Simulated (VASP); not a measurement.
Here is a VASP 6.6.1 calculation.

Contents of INCAR:

```
  PREC = Accurate
  ENCUT = 520
  EDIFF = 1E-7
  ISMEAR = 0
  SIGMA = 0.15
  LREAL = F
  LASPH = T
  NELM = 60
  ALGO = Fast
  ISIF = 2
  LWAVE = F
  LCHARG = F
  GGA = PE
  NBANDS = 21
```

Contents of KPOINTS:

```
Automatic mesh
0
Gamma
  16 16 16
```

Contents of POSCAR:

```
Sn
1.0
   -2.9201491804      2.9401404553      1.5625502332
    2.9601317302     -2.9401404553      1.6360537446
    2.9201491804      2.9401404553     -1.5625502332
Sn
2
Direct
    0.7500000000      0.2500000000      0.5000000000
    0.0000000000      0.0000000000      0.0000000000
```

Potentials or basis: VASP PAW PBE potentials, release 64 (Sn_d).

Command:

```sh
$ cat potpaw_PBE.64/Sn_d/POTCAR > POTCAR
$ mpirun -np 1 vasp_std > vasp.out
```

What does it give for the largest force?

0.049 eV/Å.

Estimate the pressure.

1.3 GPa.

Stress tensor (GPa, compression positive):
```
 1.59  0.00 -0.65
 0.00  1.50  0.00
-0.65  0.00  0.94
```

Caveat: the cell differs from its parent crystal (strain +0.0250 x Voigt [0, 0, 0, 0, 1, 0]).
